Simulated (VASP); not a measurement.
# NbAs (I4_1md) in VASP: settings compared, part 2 of 2

VASP 6.6.1. Earlier steps stand in the parts before.

### 5 Single point, LDA

This run uses another cell than the first one, of 17.39 Å³/atom, 1.017 times its volume.

Contents of INCAR:

```
PREC = Accurate
ENCUT = 520
EDIFF = 1E-6
ISMEAR = 0
SIGMA = 0.1
LREAL = F
LASPH = T
NELM = 80
ALGO = Normal
ISIF = 2
LWAVE = F
LCHARG = F
NBANDS = 26
```

Contents of KPOINTS:

```
Automatic mesh
0
Gamma
  11 11 11
```

Contents of POSCAR:

```
NbAs
1.0
   -1.7258500000      1.7258500000      5.8400000000
    1.7258500000     -1.7258500000      5.8400000000
    1.7258500000      1.7258500000     -5.8400000000
Nb As
2 2
Direct
    0.5000000000      0.0000000000      0.5000000000
    0.7500000000      0.7500000000      0.0000000000
    0.9160000000      0.4160000000      0.5000000000
    0.1660000000      0.1660000000      0.0000000000
```

Potentials or basis: VASP PAW LDA potentials, release 64 (Nb_sv, As).

On the command line:

```bash
$ cat potpaw_LDA.64/Nb_sv/POTCAR potpaw_LDA.64/As/POTCAR > POTCAR
$ mpirun -np 1 vasp_std > vasp.out
```

OUTCAR:

```text
PREC = Accurate
   ENCUT = 520
   EDIFF = 1E-6
   ISMEAR = 0
   LREAL = F
   LASPH = T
   NELM = 80
   ISIF = 2

 ion  position               nearest neighbor table
   1  0.500  0.000  0.500-   4 2.60   4 2.60   3 2.63   3 2.63   3 2.63   3 2.63
   2  0.750  0.750  0.000-   3 2.60   3 2.60   4 2.63   4 2.63   4 2.63   4 2.63
   3  0.916  0.416  0.500-   2 2.60   2 2.60   1 2.63   1 2.63   1 2.63   1 2.63
   4  0.166  0.166  0.000-   1 2.60   1 2.60   2 2.63   2 2.63   2 2.63   2 2.63

  LATTYP: Found a body centered tetragonal cell.
 ALAT       =     3.4517000000
 C/A-ratio  =     3.3838398470

  Lattice vectors:

 A1 = (  -1.7258500000,   1.7258500000,   5.8400000000)
 A2 = (   1.7258500000,  -1.7258500000,   5.8400000000)
 A3 = (   1.7258500000,   1.7258500000,  -5.8400000000)

Analysis of symmetry for initial positions (statically):
=====================================================================
 Subroutine PRICEL returns:
 Original cell was already a primitive cell.

 Routine SETGRP: Setting up the symmetry group for a
 body centered tetragonal supercell.

 Subroutine GETGRP returns: Found  8 space group operations
 (whereof  4 operations were pure point group operations)
[... 165 lines left out ...]
  ---------------------------------------------------
  free energy    TOTEN  =       -36.33532579 eV

  energy without entropy =      -36.33163993  energy(sigma->0) =      -36.33348286

 E-fermi :   9.5604     XC(G=0): -12.0174

 val. band max:        9.5334791346   @ k =  -0.0909   0.4545   0.0909
 cond. band min:       9.5651973746   @ k =  -0.1818  -0.4545   0.1818
 fundamental gap:      0.0317182400
 Fermi energy:         9.5603515497

 k-point     1 :       0.0000    0.0000    0.0000
  band No.  band energies     occupation
      1     -45.2435      2.00000
      2     -45.2142      2.00000
      3     -21.6324      2.00000
      4     -21.5229      2.00000
      5     -21.5229      2.00000
      6     -21.3584      2.00000
[... 685 lines left out ...]
     25      13.3120      0.00000
     26      14.7858      0.00000

 [... further k-points ...]
[... 5 lines left out ...]
  --------------------------------------------------------------------------------------
  -------------------------------------------------------------------------------------
  Total       -2.4793316     -2.4793316     -1.8481034      0.0000000      0.0000000      0.0000000
  in kB      -57.0908185    -57.0908185    -42.5557168      0.0000000      0.0000000      0.0000000
  external PRESSURE =     -52.2457846 kB  Pullay stress =       0.0000000 kB

 VOLUME and BASIS-vectors are now :
 -----------------------------------------------------------------------------
  energy-cutoff  :      520.00
  volume of cell :       69.58
      direct lattice vectors                 reciprocal lattice vectors
    -1.725850000  1.725850000  5.840000000     0.000000000  0.289712316  0.085616438
     1.725850000 -1.725850000  5.840000000     0.289712316  0.000000000  0.085616438
     1.725850000  1.725850000 -5.840000000     0.289712316  0.289712316  0.000000000

 POSITION                                       TOTAL-FORCE (eV/Angst)
 -----------------------------------------------------------------------------------
      0.00000      1.72585      0.00000         0.000000     -0.000000     -0.279255
      0.00000      0.00000      8.76000        -0.000000      0.000000     -0.279255
      0.00000      1.72585      4.85888        -0.000000     -0.000000      0.279255
      0.00000      0.00000      1.93888         0.000000      0.000000      0.279255
 -----------------------------------------------------------------------------------
    total drift:                               -0.000000     -0.000000      0.000254

  FREE ENERGIE OF THE ION-ELECTRON SYSTEM (eV)
  ---------------------------------------------------
  free  energy   TOTEN  =       -36.3353257899 eV

  energy  without entropy=      -36.3316399335  energy(sigma->0) =      -36.33348286
```

OSZICAR:

```text
N       E                     dE             d eps       ncg     rms          rms(c)
DAV:   1     0.373308717737E+03    0.37331E+03   -0.18719E+04  6552   0.137E+03
DAV:   2    -0.606032601965E+01   -0.37937E+03   -0.36804E+03  8300   0.545E+02
DAV:   3    -0.364578166029E+02   -0.30397E+02   -0.29964E+02 12184   0.117E+02
DAV:   4    -0.382607007195E+02   -0.18029E+01   -0.17908E+01 10304   0.217E+01
DAV:   5    -0.383485859244E+02   -0.87885E-01   -0.87806E-01 11592   0.532E+00    0.110E+01
DAV:   6    -0.363800728501E+02    0.19685E+01   -0.66472E+00 10600   0.190E+01    0.317E+00
DAV:   7    -0.363538263384E+02    0.26247E-01   -0.42177E-01 10464   0.403E+00    0.192E+00
DAV:   8    -0.363354949876E+02    0.18331E-01   -0.64232E-02 10152   0.138E+00    0.378E-01
DAV:   9    -0.363353361838E+02    0.15880E-03   -0.54849E-03 11416   0.497E-01    0.207E-01
DAV:  10    -0.363353386149E+02   -0.24311E-05   -0.11507E-03  9840   0.301E-01    0.308E-02
DAV:  11    -0.363353264479E+02    0.12167E-04   -0.63240E-05 10000   0.769E-02    0.123E-02
DAV:  12    -0.363353257899E+02    0.65804E-06   -0.36624E-06  7984   0.191E-02
   1 F= -.36335326E+02 E0= -.36333483E+02  d E =-.368586E-02
```

Wall time 7.9 min (1 thread of Intel Xeon 6975P-C, shared host); peak memory 0.4 GiB.

What came out:

```
Free energy   : -36.3353 eV
Pressure      : -5.2 GPa
Largest force : 0.279 eV/Å
```

Forces on the atoms (eV/Å):
```
Nb   0.000  0.000 -0.279
Nb   0.000  0.000 -0.279
As   0.000  0.000  0.279
As   0.000  0.000  0.279
```

### 6 Single point, PBEsol

This run uses another cell than the first one, of 15.61 Å³/atom, 0.913 times its volume.

Contents of INCAR:

```
SYSTEM = NbAs
PREC = Accurate
ENCUT = 520
EDIFF = 1E-7
ISMEAR = -1
SIGMA = 0.05
LREAL = .FALSE.
LASPH = .TRUE.
NELM = 100
ALGO = Normal
ISIF = 2
LWAVE = .FALSE.
LCHARG = .TRUE.
GGA = PS
LELF = .TRUE.
LVHAR = .TRUE.
NBANDS = 26
```

Contents of KPOINTS:

```
regular mesh
0
G
  11 11 11
  0 0 0
```

Contents of POSCAR:

```
NbAs
1.0
   -1.6783923162      1.6783923162      5.5416392766
    1.6783923162     -1.6783923162      5.5416392766
    1.6783923162      1.6783923162     -5.5416392766
Nb As
2 2
Direct
    0.4978076544     -0.0021923456      0.5000000000
    0.7478076544      0.7478076544      0.0000000000
    0.9181923456      0.4181923456      0.5000000000
    0.1681923456      0.1681923456      0.0000000000
```

Potentials or basis: VASP PAW PBE potentials, release 64 (Nb_sv, As).

On the command line:

```bash
$ cat potpaw_PBE.64/Nb_sv/POTCAR potpaw_PBE.64/As/POTCAR > POTCAR
$ mpirun -np 1 vasp_std > vasp.out
```

Run time: 4 min. Hardware: 1 thread of Intel Xeon 6975P-C (Granite Rapids), shared host; peak memory 0.43 GiB.

It converged, with:

- Free energy: -34.7594 eV
- Pressure: 20.3 GPa

Forces in eV/Å, atoms in the order of the input:
```
Nb   0.000  0.000  0.002
Nb   0.000  0.000  0.002
As   0.000  0.000 -0.002
As   0.000  0.000 -0.002
```

Stress tensor (GPa, compression positive):
```
20.39  0.00  0.00
 0.00 20.39  0.00
 0.00  0.00 20.20
```

Levels at points of the mesh, in eV from the Fermi level:
```
           k point  band 14  band 15  band 16  band 17  band 18  band 19  band 20  band 21  band 22  band 23
(0.00, 0.00, 0.00)    -2.42    -2.37    -1.84    -1.49    -1.49     0.68     1.43     2.92     3.34     3.34
```

Caveat: the PAW data sets were made with another functional, which shifts forces and pressure a little.

### 7 Summary

| level | potentials or basis | cell | smearing | gap on the mesh (eV) | pressure (GPa) | largest force (eV/Å) |
| --- | --- | --- | --- | --- | --- | --- |
| PBE+D3(BJ) | VASP PAW PBE potentials, release 64 (Nb_sv, As) | a = 6.271 Å, angles 148.2, 148.2, 45.6°, 4 atoms | fermi-dirac 0.05 eV | 0.06 | 0.0 | - |
| PBE+D4 | VASP PAW PBE potentials, release 64 (Nb_sv, As) | a = 6.307 Å, angles 148.2, 148.2, 45.5°, 4 atoms | fermi-dirac 0.05 eV | 0.06 | 0.1 | - |
| PBE | VASP PAW PBE potentials, release 64 (Nb_sv, As) | a = 6.330 Å, angles 148.4, 148.4, 45.4°, 4 atoms | fermi-dirac 0.05 eV | - | 3.3 | 0.30 |
| LDA | VASP PAW LDA potentials, release 64 (Nb_sv, As) | a = 6.330 Å, angles 148.4, 148.4, 45.4°, 4 atoms | gaussian 0.1 eV | - | -5.2 | 0.28 |
| PBEsol | VASP PAW PBE potentials, release 64 (Nb_sv, As) | a = 6.029 Å, angles 147.7, 147.7, 46.4°, 4 atoms | fermi-dirac 0.05 eV | - | 20.3 | - |

Alike in all rows: task single point; no spin polarisation; k mesh 11 × 11 × 11; cutoff (eV) 520.

Caveats: the PAW data sets were made with another functional, which shifts forces and pressure a little (some runs).

Total energies depend on the potentials used, so only differences within one code and one set of settings carry meaning.
